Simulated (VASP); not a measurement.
The system is ScAl3.

```xyz
4
Lattice="4.0878 0.0000 0.0000 0.0000 4.0878 0.0000 0.0000 0.0000 4.0878" Properties=species:S:1:pos:R:3 pbc="T T T"
Sc    0.0000    0.0000    0.0000
Al    2.0439    0.0000    2.0439
Al    0.0000    2.0439    2.0439
Al    2.0439    2.0439    0.0000
```

Base run:

| Item | Value |
| --- | --- |
| Program | VASP 6.6.1 |
| Functional | RPBE |
| Potentials or basis | VASP PAW PBE potentials, release 64 (Sc_sv, Al) |
| Cutoff | 520 eV |
| k mesh | 6 × 6 × 6 |
| Occupations | fermi-dirac, width 0.1 eV |
| Spin | no spin polarisation |

Its results: band gap on the k mesh zero (band 10 reaches 8.31 eV, above the bottom of band 11 at 4.39 eV); pressure 3.2 GPa.

Question: The run is repeated on the same cell with these changes: functional from RPBE to BLYP; further incar settings from ALGO = Normal; EDIFF = 1e-07; NBANDS = 18 to ALGO = Normal; EDIFF = 1e-06; NBANDS = 18. What comes out?

Answer: Band gap on the k mesh zero (band 10 reaches 8.41 eV, above the bottom of band 11 at 4.86 eV); pressure 4.0 GPa.

Caveats: the PAW data sets were made with another functional, which shifts forces and pressure a little.
